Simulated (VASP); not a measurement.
MgAu: electric field gradients with LDA

The system is MgAu.

```
Mg Au
1.0
     3.32292    0.00000    0.00000
     0.00000    3.32292    0.00000
     0.00000    0.00000    3.32292
Mg Au
1 1
Direct
  0.50000 0.50000 0.50000
  0.00000 0.00000 0.00000
```

This cell differs from its parent crystal: volume scaled by 1.06.

```yaml
Program: VASP 6.6.1
Task: electric field gradients
Functional: LDA
Potentials_or_basis: VASP PAW LDA potentials, release 64 (Mg, Au)
Cutoff: 520 eV
k_mesh: 13 × 13 × 13
Occupations: fermi-dirac, width 0.05 eV
Spin: no spin polarisation
Dipole_correction: no
Further_INCAR_settings: ALGO = Normal; EDIFF = 1e-08; NBANDS = 14
```

- Pressure: -8.1 GPa

Levels at points of the mesh, in eV from the Fermi level:
| k point | band 3 | band 4 | band 5 | band 6 | band 7 | band 8 | band 9 | band 10 |
| --- | --- | --- | --- | --- | --- | --- | --- | --- |
| (0.00, 0.00, 0.00) | -5.47 | -3.89 | -3.89 | -3.89 | 5.23 | 5.23 | 5.23 | 8.76 |

Run time: 36 s on 1 thread of Intel(R) Xeon(R) Platinum 8375C CPU @ 2.90GHz (Ice Lake) (shared host), peak memory 0.18 GiB.

Caveat: without QUAD_EFG the Cq values of the log hold for a quadrupole moment of 1 mb, not for the nuclei; spin-orbit coupling is left out, which moves the levels of the heavy elements.
